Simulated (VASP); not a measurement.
A run of VASP 6.6.1 is set up as follows.

Contents of POSCAR:

```
InSb
1.0
    0.0000000000      3.2795130136      3.2795130136
    3.2795130136      0.0000000000      3.2795130136
    3.2795130136      3.2795130136      0.0000000000
In Sb
1 1
Direct
    0.0000000000      0.0000000000      0.0000000000
    0.2500000000      0.2500000000      0.2500000000
```

Contents of INCAR.step1:

```
PREC = Accurate
ENCUT = 520
EDIFF = 1E-5
ISMEAR = -1
SIGMA = 0.02
LREAL = F
LASPH = T
NELM = 100
ALGO = Normal
ISIF = 2
LWAVE = T
LCHARG = F
NBANDS = 16
GGA = PE
```

INCAR.step2

```
PREC = Accurate
ENCUT = 520
EDIFF = 1E-6
ISMEAR = -1
SIGMA = 0.02
LREAL = F
LASPH = T
NELM = 100
ALGO = Normal
ISIF = 2
LWAVE = F
LCHARG = F
GGA = PE
LHFCALC = T
HFSCREEN = 0.2079
PRECFOCK = Normal
NBANDS = 16
ISTART = 1
```

Contents of KPOINTS:

```
regular mesh
0
Gamma
  4 4 4
```

Potentials or basis: VASP PAW PBE potentials, release 64 (In_d, Sb).

Command:

```console
$ cat potpaw_PBE.64/In_d/POTCAR potpaw_PBE.64/Sb/POTCAR > POTCAR
$ cp INCAR.step1 INCAR
$ mpirun -np 1 vasp_std > vasp.out
$ cp INCAR.step2 INCAR
$ mpirun -np 1 vasp_std > vasp.out
```

Task: Estimate the pressure.

Result: -0.6 GPa.

Task: Estimate the band gap on the k mesh.

Result: 0.32 eV.

Caveat: the PAW data sets were made with another functional, which shifts forces and pressure a little; spin-orbit coupling is left out, which moves the levels of the heavy elements.
